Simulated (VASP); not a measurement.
Wanted: the native input for a VASP 6.6.1 run.

```yaml
Task: relaxation of cell and atoms
Functional: PBEsol
Dispersion: D4
Potentials_or_basis: VASP PAW PBE potentials, release 64 (Zr_sv, B)
Cutoff: 600 eV
k_mesh: 10 × 10 × 10
Occupations: fermi-dirac, width 0.05 eV
Spin: no spin polarisation
Dipole_correction: no
Further_INCAR_settings: ALGO = Normal; EDIFF = 1e-06; IBRION = 2; EDIFFG = -0.01; NSW = 60; ISIF = 3
```

The structure of ZrB lies in POSCAR:

```
ZrB
1.0
    0.0000000000      2.3250000000      2.3250000000
    2.3250000000      0.0000000000      2.3250000000
    2.3250000000      2.3250000000      0.0000000000
Zr B
1 1
Direct
    0.0000000000      0.0000000000      0.0000000000
    0.5000000000      0.5000000000      0.5000000000
```

One way to write it, as run:

INCAR

```
SYSTEM = ZrB
PREC     = Accurate       ! precision mode
ENCUT    = 600            ! plane-wave cutoff, eV
EDIFF    = 1E-6           ! SCF threshold, eV
ISMEAR   = -1             ! smearing method
SIGMA    = 0.05           ! smearing width, eV
LREAL    = .False.        ! projectors in reciprocal space
LASPH    = .True.         ! aspherical terms in the spheres
NELM     = 100            ! most SCF steps
ALGO     = Normal         ! electronic algorithm
ISIF     = 3              ! what is computed and relaxed
LWAVE    = .False.        ! write WAVECAR
LCHARG   = .False.        ! write CHGCAR
GGA      = PS             ! functional
IVDW     = 13             ! dispersion correction
IBRION   = 2              ! ionic algorithm
NSW      = 60             ! ionic steps
EDIFFG   = -0.01          ! ionic threshold
```

KPOINTS

```
regular mesh
0
Gamma
  10 10 10
  0 0 0
```

Potentials or basis: VASP PAW PBE potentials, release 64 (Zr_sv, B).

Command:

```bash
$ cat potpaw_PBE.64/Zr_sv/POTCAR potpaw_PBE.64/B/POTCAR > POTCAR
$ mpirun -np 1 vasp_std > vasp.out
```

Results of the run:

The relaxed volume is 14.22 Å³/atom and the relaxed cell is a = 3.426 Å, b = 3.426 Å, c = 3.426 Å, α = 60.00°, β = 60.00°, γ = 60.00°. The space group after relaxing (to 0.05 Å) is Fm-3m (No. 225) and the energy gained by relaxing is 125.3 meV/atom. The ionic steps are 4. The pressure after relaxing is -0.1 GPa and the dispersion energy per atom is -0.160 eV.

Caveat: the PAW data sets were made with another functional, which shifts forces and pressure a little; the volume moved by +13 % from the deposited cell, more than functionals usually miss; pairwise dispersion overbinds metals, which lowers pressure and volume.

Run time: 45 s on 1 thread of Intel Xeon 6975P-C, with other jobs on the host, peak memory 0.17 GiB.
